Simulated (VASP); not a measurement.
The system is Ca3Nb.

```xyz
8
Lattice="6.6443 0.0000 0.0000 -3.3222 5.7541 0.0000 0.0000 0.0000 5.3331" Properties=species:S:1:pos:R:3 pbc="T T T"
Ca    3.3222    3.8323    1.3333
Ca   -1.6578    4.7932    3.9998
Ca    1.6644    0.9609    1.3333
Ca    0.0000    1.9219    3.9998
Ca    4.9799    0.9609    1.3333
Ca    1.6578    4.7932    3.9998
Nb    0.0000    3.8361    1.3333
Nb    3.3222    1.9180    3.9998
```

| Item | Value |
| --- | --- |
| Program | VASP 6.6.1 |
| Task | relaxation of cell and atoms |
| Functional | PBE |
| Potentials or basis | VASP PAW PBE potentials, release 64 (Ca_sv, Nb_sv) |
| Cutoff | 600 eV |
| k mesh | 3 × 3 × 4 |
| Occupations | gaussian, width 0.1 eV |
| Spin | no spin polarisation |

At the start: pressure 8.7 GPa; volume 25.49 Å³/atom.

Q: How do energy, volume and symmetry change on relaxing?

A: Over 9 steps the energy falls by 185.5 meV/atom and the volume is 31.56 Å³/atom (+23.8 %); space group P6_3/mmc (No. 194, to 0.1 Å) before and after.

Step by step:
```
step  energy change (eV)  largest force (eV/Å)  pressure (GPa)  volume (Å³)
   1              0.0000                0.9393            8.74       203.90
   2             -1.3316                0.5538            0.40       247.75
   3             -1.3509                0.4988           -0.48       254.78
   4             -1.3505                0.5072           -0.34       253.69
   5             -1.4211                0.3364           -0.17       252.23
   6             -1.4751                0.0364            0.30       249.27
   7             -1.4754                0.0096            0.25       249.49
   8             -1.4835                0.0057           -0.02       251.73
   9             -1.4842                0.0046           -0.11       252.51
```

Final structure:
```xyz
8
Lattice="7.2070 0.0000 0.0000 -3.6035 6.2415 0.0000 0.0000 0.0000 5.6134" Properties=species:S:1:pos:R:3 pbc="T T T"
Ca    3.6035    4.0204    1.4034
Ca   -1.6800    5.1310    4.2101
Ca    1.9235    1.1105    1.4034
Ca    0.0000    2.2211    4.2101
Ca    5.2835    1.1105    1.4034
Ca    1.6800    5.1310    4.2101
Nb    0.0000    4.1610    1.4034
Nb    3.6035    2.0805    4.2101
```

Caveat: the k points lie up to 0.34 Å⁻¹ apart in the final cell; the volume moved by over 15 % at a fixed basis, so the end points are rough.
